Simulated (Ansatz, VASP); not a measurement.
## CdSe: VASP beside Ansatz

```
Cd Se
1.0
     0.00000    2.75657    2.75657
     2.75657    0.00000    2.75657
     2.75657    2.75657    0.00000
Cd Se
1 1
Direct
  0.00000 0.00000 0.00000
  0.50000 0.50000 0.50000
```

Alike in both runs: task single point; functional PBE; k mesh 6 × 6 × 6; occupations gaussian, width 0.1 eV; no spin polarisation.

```csv
,VASP,Ansatz
version,VASP 6.6.1,Ansatz 0.2.0
potentials or method,"VASP PAW PBE potentials, release 64 (Cd, Se), cutoff 500 eV","scalar-relativistic, plane waves, PAW"
valence electrons in the cell,18,36
```

|  | VASP | Ansatz | Ansatz less VASP |
| --- | --- | --- | --- |
| gap on the k mesh at the Fermi level (eV) | none | none | - |
| pressure (GPa) | 10.2 | 9.7 | -0.59 |

A gap of «none» marks a metal or a gap that the smearing closes. The functional is the same, so the differences come from potentials, cutoffs and numerics. VASP's potentials hold 18 valence electrons a cell and Ansatz's 36, so a difference there can come from the potentials and not from the codes.
